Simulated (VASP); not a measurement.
Input of a VASP 6.6.1 run:

Contents of INCAR:

```
SYSTEM = SiC
ALGO = Normal
EDIFF = 1E-7
ENCUT = 520
GGA = PS
ISIF = 2
ISMEAR = 0
LASPH = .True.
LCHARG = .False.
LREAL = .False.
LWAVE = .False.
NBANDS = 11
NELM = 80
PREC = Accurate
SIGMA = 0.05
```

KPOINTS

```
k-points
0
Gamma
  10 10 10
  0 0 0
```

File POSCAR:

```
SiC
1.0
    0.0000000000      2.1783945700      2.1783945700
    2.1783945700      0.0000000000      2.1783945700
    2.1783945700      2.1783945700      0.0000000000
Si C
1 1
Direct
   -0.0011779299      0.0011779299      0.0011779299
    0.7527543220      0.7472456780      0.7472456780
```

Potentials or basis: VASP PAW PBE potentials, release 64 (Si, C).

Run with:

```sh
$ cat potpaw_PBE.64/Si/POTCAR potpaw_PBE.64/C/POTCAR > POTCAR
$ mpirun -np 1 vasp_std > vasp.out
```

Task: What does it give for the band gap on the k mesh?

Result: 1.15 eV, indirect (least direct gap 4.40 eV).

Task: Predict the largest force.

Result: 0.329 eV/Å.

Task: What does it give for the pressure?

Result: 0.4 GPa.

Forces in eV/Å, atoms in the order of the input:
```
Si  -0.329  0.000  0.000
C    0.329  0.000  0.000
```

Caveat: the cell differs from its parent crystal (mode 4 frozen in at -0.012 Å and mode 5 at +0.000 Å (largest displacements)); the PAW data sets were made with another functional, which shifts forces and pressure a little. A k mesh can miss the band edges.
